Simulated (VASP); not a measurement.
# Mo (Fm-3m) in VASP: further runs

The runs below take Mo through single point, with PBE.

Everything below comes from runs of VASP 6.6.1. Logs are shortened: lines on timing, memory, paths and dates and some standing lists are left out, and cuts for length are marked.

## Step 1: The cell of the first run

It takes space group Fm-3m (No. 225, cubic). The conventional cell has a = 4.021 Å, b = 4.021 Å, c = 4.021 Å, α = 90.00°, β = 90.00°, γ = 90.00°. Within 3.7 Å of Mo (site symmetry m-3m) lie 12 Mo at 2.84 Å.

## Step 2: Single point, PBE

Input file INCAR:

```
PREC = Accurate ; ENCUT = 500
EDIFF = 1E-6 ; ISMEAR = 0
SIGMA = 0.05 ; LREAL = F
LASPH = T ; NELM = 120
ALGO = Normal ; ISIF = 2
LWAVE = F ; LCHARG = F
GGA = PE ; NBANDS = 13
GGA_COMPAT = F
```

Input file KPOINTS:

```
Automatic mesh
0
Gamma
  8 8 8
```

Input file POSCAR:

```
Mo
1.0
    0.0000000000      2.0102969379      2.0102969379
    2.0102969379      0.0000000000      2.0102969379
    2.0102969379      2.0102969379      0.0000000000
Mo
1
Direct
    0.0000000000      0.0000000000      0.0000000000
```

Potentials or basis: VASP PAW PBE potentials, release 64 (Mo_sv).

Started as:

```
$ cat potpaw_PBE.64/Mo_sv/POTCAR > POTCAR
$ mpirun -np 1 vasp_std > vasp.out
```

OUTCAR:

```text
PREC = Accurate
   ENCUT = 500
   EDIFF = 1E-6
   ISMEAR = 0
   LREAL = F
   LASPH = T
   NELM = 120
   ISIF = 2
   GGA = PE

 ion  position               nearest neighbor table
   1  0.000  0.000  0.000-

  LATTYP: Found a face centered cubic cell.
 ALAT       =     4.0205938758

  Lattice vectors:

 A1 = (   0.0000000000,   2.0102969379,   2.0102969379)
 A2 = (   2.0102969379,   0.0000000000,   2.0102969379)
 A3 = (   2.0102969379,   2.0102969379,   0.0000000000)

Analysis of symmetry for initial positions (statically):
=====================================================================
 Subroutine PRICEL returns:
 Original cell was already a primitive cell.

 Routine SETGRP: Setting up the symmetry group for a
 face centered cubic supercell.

 Subroutine GETGRP returns: Found 48 space group operations
 (whereof 48 operations were pure point group operations)
 out of a pool of 48 trial point group operations.

The static configuration has the point symmetry O_h .

Analysis of symmetry for dynamics (positions and initial velocities):
=====================================================================
 Subroutine PRICEL returns:
 Original cell was already a primitive cell.

 Routine SETGRP: Setting up the symmetry group for a
 face centered cubic supercell.

 Subroutine GETGRP returns: Found 48 space group operations
 (whereof 48 operations were pure point group operations)
 out of a pool of 48 trial point group operations.

The dynamic configuration has the point symmetry O_h .

 Subroutine INISYM returns: Found 48 space group operations
 (whereof 48 operations are pure point group operations),
 and found     1 'primitive' translations

----------------------------------------------------------------------------------------

                                     Primitive cell

  volume of cell :      16.2484

  direct lattice vectors                    reciprocal lattice vectors
     0.000000000  2.010296938  2.010296938    -0.248719476  0.248719476  0.248719476
     2.010296938  0.000000000  2.010296938     0.248719476 -0.248719476  0.248719476
     2.010296938  2.010296938  0.000000000     0.248719476  0.248719476 -0.248719476

  length of vectors
     2.842989194  2.842989194  2.842989194     0.430794768  0.430794768  0.430794768

  position of ions in fractional coordinates (direct lattice)
     0.000000000  0.000000000  0.000000000

  ion indices of the primitive-cell ions
   primitive index   ion index
                 1           1

----------------------------------------------------------------------------------------

 KPOINTS: Automatic mesh

Automatic generation of k-mesh.
 Grid dimensions read from file:
 generate k-points for:    8    8    8

 Generating k-lattice:

  Cartesian coordinates                     Fractional coordinates (reciprocal lattice)
    -0.031089934  0.031089934  0.031089934     0.125000000  0.000000000  0.000000000
     0.031089934 -0.031089934  0.031089934     0.000000000  0.125000000  0.000000000
     0.031089934  0.031089934 -0.031089934     0.000000000  0.000000000  0.125000000

  Length of vectors
     0.053849346  0.053849346  0.053849346

  Shift w.r.t. Gamma in fractional coordinates (k-lattice)
     0.000000000  0.000000000  0.000000000

 Subroutine IBZKPT returns following result:
 ===========================================

 Found     29 irreducible k-points:

 Following reciprocal coordinates:
            Coordinates               Weight
  0.000000  0.000000  0.000000      1.000000
  0.125000  0.000000  0.000000      8.000000
  0.250000  0.000000  0.000000      8.000000
  0.375000  0.000000  0.000000      8.000000
  0.500000  0.000000  0.000000      4.000000
  0.125000  0.125000  0.000000      6.000000
[... 16 lines left out ...]
  0.500000  0.250000  0.125000     48.000000
 -0.375000  0.250000  0.125000     24.000000
 [... further k-points ...]
   k-points           NKPTS =     29   k-points in BZ     NKDIM =     29   number of bands    NBANDS=     13
   number of dos      NEDOS =    301   number of ions     NIONS =      1
   total plane-waves  NPLWV =  13824
   dimension x,y,z NGX =    24 NGY =   24 NGZ =   24
   dimension x,y,z NGXF=    48 NGYF=   48 NGZF=   48
   ions per type =               1
   NGX,Y,Z   is equivalent  to a cutoff of  14.03, 14.03, 14.03 a.u.
   NGXF,Y,Z  is equivalent  to a cutoff of  28.07, 28.07, 28.07 a.u.
 SYSTEM =  unknown system
   PREC   = accura    normal or accurate (medium, high low for compatibility)
   ISTART =      0    job   : 0-new  1-cont  2-samecut
   ICHARG =      2    charge: 1-file 2-atom 10-const
   ISPIN  =      1    spin polarized calculation?
   LNONCOLLINEAR =      F non collinear calculations
   LSORBIT =      F    spin-orbit coupling
   LASPH  =      T    aspherical Exc in radial PAW
   ENCUT  =  500.0 eV  36.75 Ry    6.06 a.u.   5.18  5.18  5.18*2*pi/ulx,y,z
   NELM   =    120;   NELMIN=  2; NELMDL= -5     # of ELM steps
   EDIFF  = 0.1E-05   stopping-criterion for ELM
   LREAL  =      F    real-space projection
[... 7 lines left out ...]
   TEBEG  =    0.0;   TEEND  =   0.0 temperature during run
   PSTRESS=    0.0 pullay stress
   NELECT =      14.0000    total number of electrons
   NUPDOWN=      -1.0000    fix difference up-down
   EMIN   =  10.00;   EMAX   =-10.00  energy-range for DOS
   EFERMI =   0.00;   METHOD = LEGACY
   ISMEAR =     0;   SIGMA  =   0.05  broadening in eV -4-tet -1-fermi 0-gaus
   EFERMI_NEDOS =   21; number of points for ismear=-14 and -15
   IALGO  =     38    algorithm
   IMIX   =      4    mixing-type and parameters
     AMIX     =   0.40;   BMIX     =  1.00
     AMIX_MAG =   1.60;   BMIX_MAG =  1.00
  volume/ion in A,a.u.               =      16.25       109.65
  Fermi-wavevector in a.u.,A,eV,Ry     =   1.557808  2.943831 33.018158  2.426766
  Thomas-Fermi vector in A             =   2.661404
   LORBIT       =      0    0 simple, 1 ext, 2 COOP (PROOUT), +10 PAW based schemes
   GGA     = PE    functional components
   LHFCALC =     F    Hartree Fock is set to
   AEXX    =    0.0000 exact exchange contribution
   IVDW    =     0    specifies the selected vdW correction
   LEPSILON=     F    determine dielectric tensor
   LRPA    =     F    only Hartree local field effects (RPA)
 non-spin polarized calculation
 Gauss-broadening in eV      SIGMA  =   0.05
  energy-cutoff  :      500.00
  volume of cell :       16.25
 maximum number of plane-waves:       428
 NGX is ok and might be reduce to    24
   NGX = 11   NGY = 11   NGZ = 11

 number of electron      14.0000001 magnetization

 Free energy of the ion-electron system (eV)
  ---------------------------------------------------
  ext. energy  EPLUGINS =         0.00000000
  ---------------------------------------------------
  free energy    TOTEN  =       -10.49713502 eV

  energy without entropy =      -10.49353747  energy(sigma->0) =      -10.49533625

 E-fermi :  11.5442     XC(G=0): -13.1559

 val. band max:       11.5427184644   @ k =  -0.1250   0.1250   0.0000
 cond. band min:      11.5591840610   @ k =   0.3750   0.1250   0.0000
 fundamental gap:      0.0164655966
 Fermi energy:        11.5442102125

 k-point     1 :       0.0000    0.0000    0.0000
  band No.  band energies     occupation
      1     -49.1518      2.00000
      2     -22.5236      2.00000
      3     -22.5236      2.00000
      4     -22.5236      2.00000
      5       4.8812      2.00000
      6      10.8793      2.00000
      7      10.8793      2.00000
      8      10.8793      2.00000
      9      13.4989      0.00000
     10      13.4989      0.00000
     11      24.6657      0.00000
     12      29.8499      0.00000
     13      29.8499      0.00000

 k-point     2 :       0.1250    0.0000    0.0000
  band No.  band energies     occupation
      1     -49.1213      2.00000
      2     -22.7155      2.00000
      3     -22.5479      2.00000
      4     -22.5479      2.00000
      5       5.4822      2.00000
      6      10.5139      2.00000
      7      11.1268      2.00000
      8      11.1268      2.00000
      9      13.3275      0.00000
     10      13.3275      0.00000
     11      25.7564      0.00000
     12      27.8753      0.00000
     13      30.9411      0.00000

 k-point     3 :       0.2500    0.0000    0.0000
  band No.  band energies     occupation
      1     -49.0468      2.00000
      2     -23.1639      2.00000
      3     -22.6058      2.00000
      4     -22.6058      2.00000
      5       6.7323      2.00000
      6      10.2788      2.00000
      7      11.2689      2.00000
      8      11.2689      2.00000
      9      13.6095      0.00000
     10      13.6095      0.00000
     11      25.1153      0.00000
     12      27.8533      0.00000
     13      33.7891      0.00000
[... 305 lines left out ...]
 k-point    23 :       0.5000    0.2500    0.1250
  band No.  band energies     occupation
      1     -48.9303      2.00000
      2     -23.4986      2.00000
      3     -22.9748      2.00000
      4     -22.7531      2.00000
      5       8.3395      2.00000
      6       9.5098      2.00000
      7      10.1753      2.00000
      8      12.3457      0.00000
      9      14.4240      0.00000
     10      17.3888      0.00000
     11      23.9897      0.00000
     12      27.2735      0.00000
     13      28.1401      0.00000

 k-point    24 :      -0.3750    0.2500    0.1250
  band No.  band energies     occupation
      1     -48.9049      2.00000
      2     -23.5976      2.00000
      3     -23.0175      2.00000
      4     -22.7913      2.00000
      5       8.3342      2.00000
      6       9.2525      2.00000
      7      10.9476      2.00000
      8      12.0319      0.00000
      9      15.1924      0.00000
     10      18.9000      0.00000
     11      21.6872      0.00000
     12      26.8262      0.00000
     13      28.2058      0.00000

 [... further k-points ...]
[... 5 lines left out ...]
  --------------------------------------------------------------------------------------
  -------------------------------------------------------------------------------------
  Total       -0.2413423     -0.2413423     -0.2413423     -0.0000000     -0.0000000     -0.0000000
  in kB      -23.7976177    -23.7976177    -23.7976177     -0.0000000     -0.0000000     -0.0000000
  external PRESSURE =     -23.7976177 kB  Pullay stress =       0.0000000 kB

 VOLUME and BASIS-vectors are now :
 -----------------------------------------------------------------------------
  energy-cutoff  :      500.00
  volume of cell :       16.25
      direct lattice vectors                 reciprocal lattice vectors
     0.000000000  2.010296938  2.010296938    -0.248719476  0.248719476  0.248719476
     2.010296938  0.000000000  2.010296938     0.248719476 -0.248719476  0.248719476
     2.010296938  2.010296938  0.000000000     0.248719476  0.248719476 -0.248719476

 POSITION                                       TOTAL-FORCE (eV/Angst)
 -----------------------------------------------------------------------------------
      0.00000      0.00000      0.00000         0.000000      0.000000      0.000000
 -----------------------------------------------------------------------------------
    total drift:                                0.000000      0.000000      0.000000

  FREE ENERGIE OF THE ION-ELECTRON SYSTEM (eV)
  ---------------------------------------------------
  free  energy   TOTEN  =       -10.4971350225 eV

  energy  without entropy=      -10.4935374706  energy(sigma->0) =      -10.49533625
```

It took 2.6 s on 1 thread of Intel Xeon 6975P-C (Granite Rapids), shared host; peak memory 0.13 GiB.

What came out:

| Item | Value |
| --- | --- |
| Free energy | -10.4971 eV |
| Pressure | -2.4 GPa |
| Band gap on the k mesh | zero (band 7 reaches 15.47 eV, above the bottom of band 8 at 10.88 eV) |

Levels at points of the mesh, in eV from the Fermi level:
```
           k point  band 3  band 4  band 5  band 6  band 7  band 8  band 9  band 10  band 11  band 12
(0.00, 0.00, 0.00)  -34.07  -34.07   -6.66   -0.66   -0.66   -0.66    1.95     1.95    13.12    18.31
(0.50, 0.00, 0.00)  -34.23  -34.23   -4.51   -0.84   -0.84    1.53    3.97     3.97    10.92    12.80
(0.50, 0.50, 0.00)  -34.51  -34.51   -4.83   -4.16    3.93    3.97    4.54     4.54    12.39    12.39
```

## Step 3: Single point, PBE

This run uses another cell than the first one, of 16.03 Å³/atom, 0.987 times its volume.

Input file INCAR:

```
PREC = Accurate
ENCUT = 500
EDIFF = 1E-6
ISMEAR = 0
SIGMA = 0.05
LREAL = F
LASPH = T
NELM = 120
ALGO = Normal
ISIF = 2
LWAVE = F
LCHARG = F
GGA = PE
NBANDS = 13
GGA_COMPAT = F
```

KPOINTS is that of step 2.

Input file POSCAR:

```
Mo
1.0
    0.0000000000      2.0014238983      2.0014238983
    2.0014238983      0.0000000000      2.0014238983
    2.0014238983      2.0014238983      0.0000000000
Mo
1
Direct
    0.0000000000      0.0000000000      0.0000000000
```

Potentials or basis: VASP PAW PBE potentials, release 64 (Mo_sv).

Started as:

```
$ cat potpaw_PBE.64/Mo_sv/POTCAR > POTCAR
$ mpirun -np 1 vasp_std > vasp.out
```

It took 2.6 s on 1 thread of Intel Xeon 6975P-C (Granite Rapids), shared host; peak memory 0.13 GiB.

It converged, with:

| Property | Result |
| --- | --- |
| Free energy | -10.4983 eV |
| Pressure | 0.6 GPa |
| Band gap on the k mesh | zero (band 7 reaches 15.76 eV, above the bottom of band 8 at 11.07 eV) |

Levels at points of the mesh, in eV from the Fermi level:
```
           k point  band 5  band 6  band 7  band 8  band 9  band 10
(0.00, 0.00, 0.00)   -6.71   -0.68   -0.68   -0.68    1.99     1.99
(0.50, 0.00, 0.00)   -4.57   -0.87   -0.87    1.58    4.05     4.05
(0.50, 0.50, 0.00)   -4.92   -4.24    4.01    4.05    4.63     4.63
```
